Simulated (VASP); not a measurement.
C, 2 atoms in the cell. It takes space group Fd-3m (No. 227, cubic). The conventional cell has a = 3.519 Å, b = 3.519 Å, c = 3.519 Å, α = 90.00°, β = 90.00°, γ = 90.00°. Within 2.0 Å of C (site symmetry -43m) lie 4 C at 1.52 Å.  This cell differs from its parent crystal: volume scaled by 0.96.

```yaml
Program: VASP 6.6.1
Task: single point
Functional: r2SCAN
Dispersion: rVV10
Potentials_or_basis: VASP PAW PBE potentials, release 64 (C)
Cutoff: 520 eV
k_mesh: 13 × 13 × 13
Occupations: gaussian, width 0.01 eV
Spin: collinear spin, ferromagnetic start
Starting_moments: "[-0.19, -0.52] μB"
Dipole_correction: no
Further_INCAR_settings: ALGO = Normal; EDIFF = 1e-07; NBANDS = 15
```

Potentials or basis: VASP PAW PBE potentials, release 64 (C).

Run with:

```sh
$ cat potpaw_PBE.64/C/POTCAR > POTCAR
$ cp INCAR.step1 INCAR
$ mpirun -np 1 vasp_std > vasp.out
$ cp INCAR.step2 INCAR
$ mpirun -np 1 vasp_std > vasp.out
```

Hardware: 1 thread of AMD EPYC 7571, with other jobs on the host.

Problem. Estimate the wall time of this run.

Solution. Run time: 4 min on 1 thread of AMD EPYC 7571, with other jobs on the host, peak memory 0.15 GiB. Counts: k points 84.
